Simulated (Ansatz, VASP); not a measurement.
## One calculation of ZrZnN, two programs

```
Zr Zn N
1.0
     2.22344   -2.24004    0.00000
     2.22344    2.24004    0.00000
     0.00000    0.00000    4.32030
Zr Zn N
1 1 1
Direct
  0.50000 0.50000 0.00000
  0.00000 0.00000 0.50000
  0.50000 0.50000 0.50000
```

Alike in both runs: functional PBE; k mesh 6 × 6 × 4; occupations gaussian, width 0.1 eV; no spin polarisation.

Ansatz relaxed the structure, and its values are those at the end. VASP's run is a single point on that final structure, the one shown.

|  | VASP | Ansatz |
| --- | --- | --- |
| version | VASP 6.6.1 | Ansatz 0.2.0 |
| potentials or method | VASP PAW PBE potentials, release 64 (Zr_sv, Zn, N), cutoff 520 eV | scalar-relativistic, plane waves, PAW |
| valence electrons in the cell | 29 | 29 |

VASP gave:

| Property | Result |
| --- | --- |
| gap on the k mesh at the Fermi level (eV) | none |
| pressure (GPa) | 0.4 |

**Question.** Which values does Ansatz return?

**Answer.** gap on the k mesh at the Fermi level (eV): none; pressure (GPa): 0.1.

A gap of «none» marks a metal or a gap that the smearing closes. With one functional, cell and mesh, what is left measures potentials, basis and numerics.

The k mesh is coarse, so the values compare programs but aren't converged.
